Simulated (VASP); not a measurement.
Here is a VASP 6.6.1 calculation.

Contents of INCAR:

```
PREC = Accurate
ENCUT = 520
EDIFF = 1E-7
ISMEAR = 0
SIGMA = 0.05
LREAL = F
LASPH = T
NELM = 60
ALGO = Normal
ISIF = 2
LWAVE = F
LCHARG = F
GGA = PE
NBANDS = 11
```

KPOINTS

```
regular mesh
0
Gamma
  4 4 4
```

POSCAR

```
SiC
1.0
    0.0000000000      2.0458123268      2.4549747921
    2.0458123268      0.0000000000      2.4549747921
    2.0458123268      2.0458123268      0.0000000000
Si C
1 1
Direct
    0.0000000000      0.0000000000      0.0000000000
    0.7500000000      0.7500000000      0.7500000000
```

Potentials or basis: VASP PAW PBE potentials, release 64 (Si, C).

Command:

```sh
$ cat potpaw_PBE.64/Si/POTCAR potpaw_PBE.64/C/POTCAR > POTCAR
$ mpirun -np 1 vasp_std > vasp.out
```

Problem. Estimate the pressure.

Solution. 3.3 GPa.

Problem. What does it give for the band gap on the k mesh?

Solution. 0.30 eV, indirect (least direct gap 3.08 eV).

Stress tensor (GPa, compression positive):
```
 25.27   0.00   0.00
  0.00  25.27   0.00
  0.00   0.00 -40.64
```

Caveat: the k points lie up to 0.63 Å⁻¹ apart. A k mesh can miss the band edges.
